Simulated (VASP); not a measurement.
Runs of VASP 6.6.1 on KCl. The structure is that of space group Fm-3m (No. 225), or close to it. The cells are those of the table. 

| cell | gap on the mesh (eV) | pressure (GPa) |
| --- | --- | --- |
| a = 4.397, b = 4.397, c = 4.329 Å, angles 60.5, 60.5, 59.0°, 2 atoms | 6.00 | (c) |
| a = 4.497, b = 4.497, c = 4.530 Å, angles 59.8, 59.8, 60.5°, 2 atoms | 5.69 | (a) |
| a = 4.364, b = 4.364, c = 4.263 Å, angles 60.8, 60.8, 58.5°, 2 atoms | 6.11 | 2.1 |
| a = 4.430, b = 4.430, c = 4.396 Å, angles 60.3, 60.3, 59.5°, 2 atoms | (b) | 0.4 |

Alike in all rows: task single point; level r2SCAN; potentials or basis VASP PAW PBE potentials, release 64 (K_sv, Cl); no spin polarisation; k mesh 6 × 6 × 6; cutoff (eV) 520; smearing gaussian 0.05 eV.

Question: Fill in the values left out.

Answer: (a) -0.7; (b) 5.90; (c) 1.2.

Caveats: the PAW data sets were made with another functional, which shifts forces and pressure a little.

